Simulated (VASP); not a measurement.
SiO2: single point with r2SCAN

The system is SiO2.

```xyz
9
Lattice="5.0585 0.0000 0.0000 -2.5292 4.3807 0.0000 0.0000 0.0000 5.5417" Properties=species:S:1:pos:R:3 pbc="T T T"
Si    2.5292    0.0000    0.0000
Si    1.2646    2.1904    1.8472
Si   -1.2646    2.1904    3.6945
O     1.5797    0.9121    0.9236
O     0.0000    1.8241    2.7708
O     3.4787    0.9121    4.6181
O     0.9495    3.4687    0.9236
O     2.5292    2.5566    2.7708
O    -0.9495    3.4687    4.6181
```

| Property | Result |
| --- | --- |
| Program | VASP 6.6.1 |
| Task | single point |
| Functional | r2SCAN |
| Potentials or basis | VASP PAW PBE potentials, release 64 (Si, O) |
| Cutoff | 520 eV |
| k mesh | 6 × 6 × 5 |
| Occupations | fermi-dirac, width 0.1 eV |
| Spin | no spin polarisation |
| Dipole correction | no |
| Further INCAR settings | ALGO = Normal; EDIFF = 1e-06; NBANDS = 34 |

```json
{"Pressure": "0.2 GPa", "Largest force": "0.014 eV/Å", "Band gap on the k mesh": "6.29 eV, indirect (least direct gap 6.49 eV)"}
```

Forces on the atoms (eV/Å):
```
Si   0.000  0.000  0.000
Si   0.000  0.000  0.000
Si   0.000  0.000  0.000
O    0.012  0.007  0.000
O    0.000  0.014  0.000
O   -0.012  0.007  0.000
O   -0.012 -0.007  0.000
O    0.000 -0.014  0.000
O    0.012 -0.007  0.000
```

Levels at points of the mesh, in eV from the valence-band top:
| k point | band 21 | band 22 | band 23 | band 24 | band 25 | band 26 | band 27 | band 28 |
| --- | --- | --- | --- | --- | --- | --- | --- | --- |
| (0.00, 0.00, 0.00) | -1.01 | -0.47 | -0.47 | -0.20 | 6.29 | 9.73 | 9.73 | 10.07 |
| (0.50, 0.00, 0.00) | -1.17 | -1.02 | -0.36 | -0.01 | 8.41 | 9.27 | 10.38 | 10.53 |

It took 13 min on 1 thread of AMD EPYC 7R13 (shared host), peak memory 0.26 GiB.

Caveat: the PAW data sets were made with another functional, which shifts forces and pressure a little. A k mesh can miss the band edges.
